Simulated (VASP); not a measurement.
Write the native input for VASP 6.6.1 that does the following.

```
Task                   : single point
Functional             : PBEsol
Potentials or basis    : VASP PAW PBE potentials, release 64 (Ga_d, Rh_pv, C)
Cutoff                 : 520 eV
k mesh                 : 10 × 10 × 10
Occupations            : gaussian, width 0.1 eV
Spin                   : no spin polarisation
Dipole correction      : no
Further INCAR settings : ALGO = Normal; EDIFF = 1e-06; NBANDS = 39
```

The structure of GaRh3C lies in POSCAR:

```
GaRh3C
1.0
    3.9932418848      0.0000000000      0.0000000000
    0.0000000000      3.9932418848      0.0000000000
    0.0000000000      0.0000000000      3.9932418848
Ga Rh C
1 3 1
Direct
    0.0000000000      0.0000000000      0.0000000000
    0.0000000000      0.5000000000      0.5000000000
    0.5000000000      0.0000000000      0.5000000000
    0.5000000000      0.5000000000      0.0000000000
    0.5000000000      0.5000000000      0.5000000000
```

These files were run (other wordings do the same):

INCAR

```
SYSTEM = GaRh3C
PREC = Accurate
ENCUT = 520
EDIFF = 1E-6
ISMEAR = 0
SIGMA = 0.1
LREAL = .False.
LASPH = .True.
NELM = 100
ALGO = Normal
ISIF = 2
LWAVE = .False.
LCHARG = .False.
GGA = PS
NBANDS = 39
```

KPOINTS

```
regular mesh
0
Gamma
  10 10 10
  0 0 0
```

Potentials or basis: VASP PAW PBE potentials, release 64 (Ga_d, Rh_pv, C).

The run is started by

```console
$ cat potpaw_PBE.64/Ga_d/POTCAR potpaw_PBE.64/Rh_pv/POTCAR potpaw_PBE.64/C/POTCAR > POTCAR
$ mpirun -np 1 vasp_std > vasp.out
```

It gave:

The pressure is 0.2 GPa. The band gap on the k mesh is zero (band 31 reaches 10.53 eV, above the bottom of band 32 at 10.35 eV).

Caveat: the PAW data sets were made with another functional, which shifts forces and pressure a little.

It took 3.3 min on 1 thread of AMD EPYC 9R45 (shared host), peak memory 0.22 GiB.
